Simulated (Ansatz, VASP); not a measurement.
## GaSb: VASP beside Ansatz

File POSCAR:

```
GaSb
1.0
    0.0000000000      3.2119500000      3.1354750000
    3.2119500000      0.0000000000      3.1354750000
    3.2119500000      3.2119500000      0.0000000000
Ga Sb
1 1
Direct
    0.0000000000      0.0000000000      0.0000000000
    0.7500000000      0.7500000000      0.7500000000
```

File INCAR.step1:

```
SYSTEM = GaSb
PREC     = Accurate       ! precision mode
ENCUT    = 520            ! plane-wave cutoff, eV
ISMEAR   = 0              ! smearing method
SIGMA    = 0.05           ! smearing width, eV
LREAL    = .FALSE.        ! projectors in reciprocal space
LASPH    = .TRUE.         ! aspherical terms in the spheres
NELM     = 80             ! most SCF steps
NBANDS   = 16             ! bands
GGA      = PE             ! functional
ALGO     = Normal         ! electronic algorithm
EDIFF    = 1E-4           ! SCF threshold, eV
LWAVE    = .TRUE.         ! write WAVECAR
LCHARG   = .FALSE.        ! write CHGCAR
```

INCAR.step2

```
SYSTEM = GaSb
PREC     = Accurate       ! precision mode
ENCUT    = 520            ! plane-wave cutoff, eV
EDIFF    = 1E-6           ! SCF threshold, eV
ISMEAR   = 0              ! smearing method
SIGMA    = 0.05           ! smearing width, eV
LREAL    = .FALSE.        ! projectors in reciprocal space
LASPH    = .TRUE.         ! aspherical terms in the spheres
NELM     = 80             ! most SCF steps
ALGO     = Normal         ! electronic algorithm
ISIF     = 2              ! what is computed and relaxed
LWAVE    = .FALSE.        ! write WAVECAR
LCHARG   = .FALSE.        ! write CHGCAR
METAGGA  = R2SCAN         ! meta-GGA
LMIXTAU  = .TRUE.       
NBANDS   = 16             ! bands
ISTART   = 1
```

File KPOINTS:

```
Automatic mesh
0
G
  10 10 10
  0 0 0
```

Input for Ansatz:

```yaml
crystal:
  lattice:
    - [0.0, 3.21195, 3.135475]
    - [3.21195, 0.0, 3.135475]
    - [3.21195, 3.21195, 0.0]
  atoms:
    - { symbol: Ga, position: [0.0, 0.0, 0.0] }
    - { symbol: Sb, position: [0.75, 0.75, 0.75] }
basis:
  ecutwfc: 500
kpoints:
  mp_grid: { grid: [10, 10, 10] }
hamiltonian:
  xc: r2scan
scf:
  occupations: { method: gaussian, width: 0.05 }
output:
  forces: true
  stress: true
  eigenvalues: true
```

Change from the starting cell: strain +0.050 along x and y, +0.025 along z, atoms carried along.

Alike in both runs: task single point; functional r2SCAN; k mesh 10 × 10 × 10; occupations gaussian, width 0.05 eV; no spin polarisation.

|  | VASP | Ansatz |
| --- | --- | --- |
| version | VASP 6.6.1 | Ansatz 0.2.0 |
| potentials or method | VASP PAW PBE potentials, release 64 (Ga_d, Sb), cutoff 520 eV | scalar-relativistic, plane waves, PAW |
| valence electrons in the cell | 18 | 28 |

|  | VASP | Ansatz | Ansatz less VASP |
| --- | --- | --- | --- |
| gap on the k mesh at the Fermi level (eV) | 0.13 | 0.13 | 0.000 |
| least direct gap on the mesh (eV) | 0.13 | 0.13 | 0.000 |
| pressure (GPa) | -4.6 | -4.6 | -0.04 |
| traceless stress, the component that is largest in VASP (GPa) | 0.69 | 0.69 | 0.000 |

VASP's potentials were made for PBE, not for r2SCAN. The functional is the same, so the differences come from potentials, cutoffs and numerics. VASP's potentials hold 18 valence electrons a cell and Ansatz's 28, so a difference there can come from the potentials and not from the codes.

Spin-orbit coupling is off throughout.
